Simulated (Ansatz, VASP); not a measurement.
**As: VASP beside Ansatz**

```
As
1.0
     4.68716    0.00000    0.00000
     0.00000    3.54305    0.00000
     0.00000    0.00000   28.27037
As
4
Direct
  0.07061 0.00000 0.37805
  0.42939 0.50000 0.37805
  0.57061 0.50000 0.29403
  0.92939 0.00000 0.29403
```

Change from the starting cell: hydrostatic strain -2.5%.

Alike in both runs: task single point; functional r2SCAN; k mesh 6 × 8 × 1; no spin polarisation.

```csv
,VASP,Ansatz
version,VASP 6.6.1,Ansatz 0.2.0
potentials or method,"VASP PAW PBE potentials, release 64 (As)","plane waves, PAW"
plane-wave cutoff (eV),520,500
occupations,"gaussian, width 0.01 eV",fixed
valence electrons in the cell,20,60
```

```csv
,VASP,Ansatz,Ansatz less VASP
gap on the k mesh at the Fermi level (eV),0.84,0.85,+0.008
rms of the force components (eV/Å),0.023,0.001,-0.0224
```

VASP's potentials were made for PBE, not for r2SCAN. Atom by atom the forces differ by 0.023 eV/Å (rms over components). VASP's potentials hold 20 valence electrons a cell and Ansatz's 60, so a difference there can come from the potentials and not from the codes.
